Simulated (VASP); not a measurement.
Wanted: the native input for a VASP 6.6.1 run.

| Quantity | Value |
| --- | --- |
| Task | single point |
| Functional | PBE |
| Potentials or basis | VASP PAW PBE potentials, release 64 (Si, C, H) |
| Cutoff | 520 eV |
| k mesh | 2 × 2 × 2 |
| Occupations | gaussian, width 0.05 eV |
| Spin | collinear spin, zero start |
| Starting moments | [0.0, 0.0, 0.0, 0.0, 0.0, 0.0, 0.0, 0.0, 0.0, 0.0, 0.0, 0.0, 0.0, 0.0, 0.0, 0.0, 0.0] μB |
| Dipole correction | no |
| Further INCAR settings | LREAL = Auto; ALGO = Normal; EDIFF = 1e-07; NBANDS = 50 |

The structure of Si8HC8 (a cell with a defect) lies in POSCAR:

```
Si8HC8
1.0
    0.0000000000      4.3480000000      4.3480000000
    4.3480000000      0.0000000000      4.3480000000
    4.3480000000      4.3480000000      0.0000000000
Si C H
8 8 1
Direct
   -0.0036881325     -0.0084298528      0.0289871205
   -0.0060865915     -0.0011197102      0.4962395354
   -0.0031325897      0.5053119825      0.0026592686
   -0.0043575207      0.5263069227      0.4919996550
    0.4984651564      0.0029216881      0.0060704922
    0.4969745860      0.0063867295      0.5077767939
    0.4994198482      0.5059840156      0.0054568767
    0.4978194572      0.5071108556      0.5021048758
    0.1247402254      0.1316470791      0.1270240340
    0.1007167663      0.1366946872      0.6324706762
    0.1263747700      0.6266371895      0.1254610166
    0.1240175943      0.6293260120      0.6290364535
    0.6193183073      0.1297240110      0.1345344986
    0.6184744710      0.1319503220      0.6310059798
    0.6237991030      0.6302457452      0.1292367755
    0.6191278749      0.6342042318      0.6295340386
    0.8815872815      0.2126066007      0.7332613845
```

One way to write it, as run:

INCAR

```
SYSTEM = Si8HC8
PREC = Accurate
ENCUT = 520
EDIFF = 1E-7
ISMEAR = 0
SIGMA = 0.05
LREAL = Auto
LASPH = .TRUE.
NELM = 150
ALGO = Normal
ISIF = 2
LWAVE = .FALSE.
LCHARG = .TRUE.
ISPIN = 2
MAGMOM = 0 0 0 0 0 0 0 0 0 0 0 0 0 0 0 0 0
LORBIT = 11
GGA = PE
LELF = .TRUE.
LVHAR = .TRUE.
NBANDS = 50
```

KPOINTS

```
Automatic mesh
0
G
  2 2 2
  0 0 0
```

Potentials or basis: VASP PAW PBE potentials, release 64 (Si, C, H).

Launch:

```console
$ cat potpaw_PBE.64/Si/POTCAR potpaw_PBE.64/C/POTCAR potpaw_PBE.64/H/POTCAR > POTCAR
$ mpirun -np 1 vasp_std > vasp.out
```

It gave:

```yaml
Pressure: 7.6 GPa
Largest_force: 0.237 eV/Å
Net_moment: 0.00 μB per cell
Valence_electrons_inside_the_program's_atomic_spheres: Si 1.68, 1.63; C 2.58, 2.59, 2.55, 2.56, 2.57; H 0.66
```

Caveat: the k points lie up to 0.63 Å⁻¹ apart.

It took 3.3 min on 1 thread of AMD EPYC 9R45 96-Core Processor (Zen 5), with other jobs on the host, peak memory 0.4 GiB.
